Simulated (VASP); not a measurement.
The system is Au.

```
Au
1.0
     0.00000    2.80000    2.80000
     2.80000    0.00000    2.80000
     2.80000    2.80000    0.00000
Au
2
Direct
  0.00000 0.00000 0.00000
  0.25000 0.25000 0.25000
```

```yaml
Program: VASP 6.6.1
Task: relaxation of cell and atoms
Functional: r2SCAN
Potentials_or_basis: VASP PAW PBE potentials, release 64 (Au)
Cutoff: 550 eV
k_mesh: 13 × 13 × 13
Occupations: fermi-dirac, width 0.1 eV
Spin: no spin polarisation
```

At the start: pressure 31.7 GPa; volume 21.95 Å³/atom.

How do energy, volume and symmetry change on relaxing?

Over 5 steps the energy falls by 463.2 meV/atom and the volume is 28.08 Å³/atom (+27.9 %); space group Fd-3m (No. 227, to 0.05 Å).

The path:
```csv
step,energy change (eV),largest force (eV/Å),pressure (GPa),volume (Å³)
1,0.0000,0.0000,31.69,43.90
2,-0.1307,0.0000,-8.30,77.67
3,-0.9234,0.0000,-0.99,57.09
4,-0.9259,0.0000,-0.40,56.53
5,-0.9263,0.0000,0.00,56.17
```

Final structure:
```xyz
2
Lattice="0.0000 3.0396 3.0396 3.0396 0.0000 3.0396 3.0396 3.0396 0.0000" Properties=species:S:1:pos:R:3 pbc="T T T"
Au    0.0000    0.0000    0.0000
Au    1.5198    1.5198    1.5198
```

Caveat: the volume moved by over 15 % at a fixed basis, so the end points are rough; the PAW data sets were made with another functional, which shifts forces and pressure a little.
